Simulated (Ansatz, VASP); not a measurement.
## MgF2: VASP beside Ansatz

Contents of POSCAR:

```
MgF2
1.0
    4.6220159513      0.0000000000      0.0000000000
    0.0000000000      4.6220159513      0.0000000000
    0.0000000000      0.0000000000      3.0461118667
Mg F
2 4
Direct
    0.5000000000      0.5000000000      0.5000000000
    0.0000000000      0.0000000000      0.0000000000
    0.6970494155      0.6970494155      0.0000000000
    0.8029505845      0.1970494155      0.5000000000
    0.3029505845      0.3029505845      0.0000000000
    0.1970494155      0.8029505845      0.5000000000
```

INCAR.step1

```
  PREC = Accurate
  ENCUT = 520
  EDIFF = 1E-5
  ISMEAR = 0
  SIGMA = 0.01
  LREAL = F
  LASPH = T
  NELM = 120
  ALGO = Normal
  ISIF = 2
  LWAVE = T
  LCHARG = F
  GGA = PE
  NBANDS = 25
  GGA_COMPAT = F
  KPAR = 4
```

The input INCAR.step2:

```
  PREC = Accurate
  ENCUT = 520
  EDIFF = 1E-6
  ISMEAR = 0
  SIGMA = 0.01
  LREAL = F
  LASPH = T
  NELM = 120
  ALGO = Normal
  ISIF = 2
  LWAVE = F
  LCHARG = F
  GGA = PE
  LHFCALC = T
  AEXX = 0.25
  PRECFOCK = Normal
  ISTART = 1
  NBANDS = 25
  GGA_COMPAT = F
  KPAR = 4
```

Contents of KPOINTS:

```
Automatic mesh
0
Gamma
  4 4 6
```

Input for Ansatz:

```yaml
crystal:
  lattice:
    - [4.6220159513, 0.0, 0.0]
    - [0.0, 4.6220159513, 0.0]
    - [0.0, 0.0, 3.0461118667]
  atoms:
    - { symbol: Mg, position: [0.5, 0.5, 0.5] }
    - { symbol: Mg, position: [0.0, 0.0, 0.0] }
    - { symbol: F, position: [0.6970494155, 0.6970494155, 0.0] }
    - { symbol: F, position: [0.8029505845, 0.1970494155, 0.5] }
    - { symbol: F, position: [0.3029505845, 0.3029505845, 0.0] }
    - { symbol: F, position: [0.1970494155, 0.8029505845, 0.5] }
kpoints:
  mp_grid: { grid: [4, 4, 6] }
  band_path:
    path:
      - [0.0, 0.0, 0.0]
      - [0.0, 0.5, 0.0]
      - [0.5, 0.5, 0.0]
      - [0.0, 0.0, 0.5]
      - [0.0, 0.5, 0.5]
      - [0.5, 0.5, 0.5]
    npoints: 1
hamiltonian:
  xc: pbe0
scf:
  occupations: { method: fixed }
  n_extra_bands: 5
output:
  forces: true
  stress: true
  eigenvalues: true
```

Alike in both runs: task single point; functional PBE0; k mesh 4 × 4 × 6; no spin polarisation.

|  | VASP | Ansatz |
| --- | --- | --- |
| version | VASP 6.6.1 | Ansatz 0.2.0 |
| potentials or method | VASP PAW PBE potentials, release 64 (Mg, F) | plane waves, PAW |
| plane-wave cutoff (eV) | 520 | 420 |
| occupations | gaussian, width 0.01 eV | fixed |
| valence electrons in the cell | 32 | 48 |

|  | VASP | Ansatz | Ansatz less VASP |
| --- | --- | --- | --- |
| gap on the k mesh at the Fermi level (eV) | 10.18 | 10.24 | +0.057 |
| pressure (GPa) | 0.6 | 1.1 | +0.46 |
| rms of the force components (eV/Å) | 0.008 | 0.010 | +0.0022 |

Atom by atom the forces differ by 0.002 eV/Å (rms over components). VASP's potentials hold 32 valence electrons a cell and Ansatz's 48, so a difference there can come from the potentials and not from the codes. Ansatz's warnings: stress exchange threshold loose, stress scf threshold loose.
